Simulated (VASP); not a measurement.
Crystal: Al2Cu (Khatyrkite).

```
CELL_PARAMETERS angstrom
-3.09300 3.09300 2.48633
3.09300 -3.09300 2.48633
3.09300 3.09300 -2.48633
ATOMIC_POSITIONS crystal
Cu 0.25000 0.25000 0.00000
Cu 0.75000 0.75000 0.00000
Al 0.34190 0.15810 0.50000
Al 0.84190 0.34190 0.18380
Al 0.65810 0.84190 0.50000
Al 0.15810 0.65810 0.81620
```

Base run:

| Quantity | Value |
| --- | --- |
| Program | VASP 6.6.1 |
| Functional | PBE |
| Potentials or basis | VASP PAW PBE potentials, release 64 (Cu, Al) |
| Cutoff | 520 eV |
| k mesh | 7 × 7 × 7 |
| Occupations | fermi-dirac, width 0.05 eV |
| Spin | no spin polarisation |

Its results: band gap on the k mesh zero (band 17 reaches 9.35 eV, above the bottom of band 18 at 5.76 eV); pressure -5.2 GPa; largest force 0.026 eV/Å.

The run is repeated on the same cell with these changes: functional from PBE to PBEsol; further incar settings from ALGO = Normal; EDIFF = 1e-06; NBANDS = 26 to ALGO = Fast; EDIFF = 1e-07; NBANDS = 26. What comes out?

Band gap on the k mesh zero (band 17 reaches 9.26 eV, above the bottom of band 18 at 5.67 eV); pressure -8.0 GPa; largest force 0.089 eV/Å.

Caveats: the PAW data sets were made with another functional, which shifts forces and pressure a little (some runs).
